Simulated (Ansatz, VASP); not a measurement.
Two plane-wave programs on CdH2

```
Cd H
1.0
     3.16363    0.00000    0.00000
     0.00000    3.16363    0.00000
     0.00000    0.00000    3.70805
Cd H
1 2
Direct
  0.50000 0.50000 0.00000
  0.00000 0.00000 0.00000
  0.50000 0.50000 0.50000
```

Alike in both runs: functional PBE; k mesh 14 × 14 × 12; occupations gaussian, width 0.1 eV; no spin polarisation.

Ansatz relaxed the structure, and its values are those at the end. VASP's run is a single point on that final structure, the one shown.

|  | VASP | Ansatz |
| --- | --- | --- |
| version | VASP 6.6.1 | Ansatz 0.2.0 |
| potentials or method | VASP PAW PBE potentials, release 64 (Cd, H), cutoff 520 eV | scalar-relativistic, plane waves, PAW |
| valence electrons in the cell | 14 | 22 |

Ansatz gave:

```
gap on the k mesh at the Fermi level (eV) : none
pressure (GPa)                            : 0.0
```

**Question.** Which values does VASP return?

**Answer.** gap on the k mesh at the Fermi level (eV): none; pressure (GPa): 0.3.

A gap of «none» marks a metal or a gap that the smearing closes. The functional is the same, so the differences come from potentials, cutoffs and numerics. VASP's potentials hold 14 valence electrons a cell and Ansatz's 22, so a difference there can come from the potentials and not from the codes.
